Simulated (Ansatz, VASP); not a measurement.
# One calculation of Be, two programs

```xyz
1
Lattice="-1.2155 1.2155 1.2343 1.2155 -1.2155 1.2343 1.2155 1.2155 -1.2343" Properties=species:S:1:pos:R:3 pbc="T T T"
Be    0.0000    0.0000    0.0000
```

Change from the starting cell: strain -0.030 along x and y, -0.015 along z, atoms carried along.

Alike in both runs: task single point; functional PBEsol; k mesh 26 × 26 × 26; occupations gaussian, width 0.15 eV; no spin polarisation.

```csv
,VASP,Ansatz
version,VASP 6.6.1,Ansatz 0.2.0
potentials or method,"VASP PAW PBE potentials, release 64 (Be), cutoff 520 eV","scalar-relativistic, plane waves, PAW"
valence electrons in the cell,2,2
```

|  | VASP | Ansatz | Ansatz less VASP |
| --- | --- | --- | --- |
| gap on the k mesh at the Fermi level (eV) | none | none | - |
| pressure (GPa) | 8.7 | 8.3 | -0.44 |
| traceless stress, the component that is largest in VASP (GPa) | -1.60 | -1.60 | +0.003 |

VASP's potentials were made for PBE, not for PBEsol. A gap of «none» marks a metal or a gap that the smearing closes.
